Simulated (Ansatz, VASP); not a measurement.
InSe in VASP and in Ansatz

Contents of INCAR:

```
SYSTEM = InSe
ALGO = Normal
DIPOL = 0.5 0.5 0.500
EDIFF = 1E-6
ENCUT = 520
GGA = PE
IDIPOL = 3
ISIF = 2
ISMEAR = 0
IVDW = 12
LASPH = .TRUE.
LCHARG = .FALSE.
LDIPOL = .TRUE.
LREAL = .FALSE.
LWAVE = .FALSE.
NBANDS = 27
NELM = 80
PREC = Accurate
SIGMA = 0.02
```

The input KPOINTS:

```
k-points
0
G
  9 9 1
  0 0 0
```

The input POSCAR:

```
InSe
1.0
    3.9600000000      0.0000000000      0.0000000000
   -1.9800000000      3.4294605990      0.0000000000
    0.0000000000      0.0000000000     36.7199571806
Se In
2 2
Direct
    0.0000000000      0.0000000000      0.4250677313
    0.0000000000      0.0000000000      0.5749045073
    0.6666666667      0.3333333333      0.4611107345
    0.6666666667      0.3333333333      0.5388615635
```

Input for Ansatz:

```yaml
crystal:
  lattice:
    - [3.96, 0.0, 0.0]
    - [-1.98, 3.429460599, 0.0]
    - [0.0, 0.0, 36.7199571806]
  atoms:
    - { symbol: Se, position: [0.0, 0.0, 0.4250677313] }
    - { symbol: In, position: [0.6666666667, 0.3333333333, 0.4611107345] }
    - { symbol: In, position: [0.6666666667, 0.3333333333, 0.5388615635] }
    - { symbol: Se, position: [0.0, 0.0, 0.5749045073] }
  periodic: [true, true, false]
basis:
  ecutwfc: 420
kpoints:
  mp_grid: { grid: [9, 9, 1] }
hamiltonian:
  xc: pbe
  pseudopotentials: { kind: paw, azcp: { folder: soft_1 } }
  dispersion: d3bj
scf:
  occupations: { method: gaussian, width: 0.02 }
output:
  forces: true
  stress: true
  eigenvalues: true
```

Alike in both runs: task single point; functional PBE; dispersion D3(BJ); k mesh 9 × 9 × 1; occupations gaussian, width 0.02 eV; no spin polarisation.

|  | VASP | Ansatz |
| --- | --- | --- |
| version | VASP 6.6.1 | Ansatz 0.2.0 |
| potentials or method | VASP PAW PBE potentials, release 64 (Se, In_d), cutoff 520 eV | scalar-relativistic, plane waves, PAW |
| valence electrons in the cell | 38 | 58 |

```csv
,VASP,Ansatz,Ansatz less VASP
gap on the k mesh at the Fermi level (eV),1.84,1.85,+0.010
least direct gap on the mesh (eV),1.93,1.94,+0.008
rms of the force components (eV/Å),0.152,0.145,-0.0067
```

VASP's potentials hold 38 valence electrons a cell and Ansatz's 58, so a difference there can come from the potentials and not from the codes. Ansatz's warnings: structure snapped to symmetry.
